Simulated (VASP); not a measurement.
W: single point with PBEsol

The system is W.

```
W
1.0
     0.00000    1.89492    2.04708
     1.89492    0.00000    2.04708
     1.89492    1.89492    0.00000
W
1
Direct
  0.00000 0.00000 0.00000
```

This cell differs from its parent crystal: volume 14.701 Å^3 an atom, c/a of the conventional cell 1.0803.

* Program: VASP 6.6.1
* Task: single point
* Functional: PBEsol
* Potentials or basis: VASP PAW PBE potentials, release 64 (W_sv)
* Cutoff: 500 eV
* k mesh: 22 × 22 × 22
* Occupations: gaussian, width 0.15 eV
* Spin: no spin polarisation
* Dipole correction: no
* Further INCAR settings: ALGO = Normal; EDIFF = 1e-06; NBANDS = 13

```yaml
Pressure: 31.2 GPa
Band_gap_on_the_k_mesh: zero (band 7 reaches 16.23 eV, above the bottom of band 8 at 11.40 eV)
```

Stress tensor (GPa, compression positive):
```
26.84  0.00  0.00
 0.00 26.84  0.00
 0.00  0.00 39.79
```

Levels at points of the mesh, in eV from the Fermi level:
```tsv
k point	band 5	band 6	band 7	band 8	band 9	band 10
(0.00, 0.00, 0.00)	-9.71	-1.62	-0.42	-0.42	1.77	3.65
(0.50, 0.00, 0.00)	-6.38	-1.76	-0.49	0.93	5.34	6.02
(0.50, 0.50, 0.00)	-6.48	-5.26	2.56	5.82	6.50	6.50
(0.50, 0.00, 0.50)	-6.46	-5.43	4.20	5.43	5.79	7.35
```

Run time: 74 s on 1 thread of Intel Xeon 6975P-C, with other jobs on the host, peak memory 0.24 GiB.

Caveat: the PAW data sets were made with another functional, which shifts forces and pressure a little; spin-orbit coupling is left out, which moves the levels of the heavy elements.
